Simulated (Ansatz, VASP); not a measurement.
**One calculation of Ag2As, two programs**

```
Ag As
1.0
     4.67480    0.00000    0.00000
    -2.33740    4.04850    0.00000
     0.00000    0.00000    3.05330
Ag As
2 1
Direct
  0.33333 0.66667 0.50000
  0.66667 0.33333 0.50000
  0.00000 0.00000 0.00000
```

Change from the starting cell: species swapped into the AgB2 type (P6/mmm, No. 191).

Alike in both runs: functional PBE; k mesh 6 × 6 × 4; occupations gaussian, width 0.1 eV; no spin polarisation.

Ansatz relaxed the structure, and its values are those at the end. VASP's run is a single point on that final structure, the one shown.

```csv
,VASP,Ansatz
version,VASP 6.6.1,Ansatz 0.2.0
potentials or method,"VASP PAW PBE potentials, release 64 (Ag, As), cutoff 520 eV","scalar-relativistic, plane waves, PAW"
valence electrons in the cell,27,53
```

```tsv
	VASP	Ansatz	Ansatz less VASP
gap on the k mesh at the Fermi level (eV)	none	none	-
pressure (GPa)	-0.1	-0.1	+0.06
```

A gap of «none» marks a metal or a gap that the smearing closes. VASP's potentials hold 27 valence electrons a cell and Ansatz's 53, so a difference there can come from the potentials and not from the codes.

The k mesh is coarse, so the values compare programs but aren't converged.
